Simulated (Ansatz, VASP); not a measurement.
## One calculation of In3Se, two programs

```
In Se
1.0
     4.80376    0.00000    0.00000
     0.00000    4.80376    0.00000
     0.00000    0.00000    4.80376
In Se
3 1
Direct
  0.50000 0.50000 0.00000
  0.50000 0.00000 0.50000
  0.00000 0.50000 0.50000
  0.00000 0.00000 0.00000
```

Alike in both runs: task single point; functional LDA; k mesh 6 × 6 × 6; occupations fermi-dirac, width 0.05 eV; no spin polarisation.

|  | VASP | Ansatz |
| --- | --- | --- |
| version | VASP 6.6.1 | Ansatz 0.2.0 |
| potentials or method | VASP PAW LDA potentials, release 64 (In_d, Se), cutoff 520 eV | all-electron LAPW, scalar-relativistic |

```csv
,VASP,Ansatz,Ansatz less VASP
gap on the k mesh at the Fermi level (eV),none,none,-
pressure (GPa),-4.3,-4.3,0.00
```

LDA's correlation is that of Perdew and Zunger in VASP and of Perdew and Wang (1992) in Ansatz. A gap of «none» marks a metal or a gap that the smearing closes. Ansatz ran all-electron here, and VASP with PAW potentials.
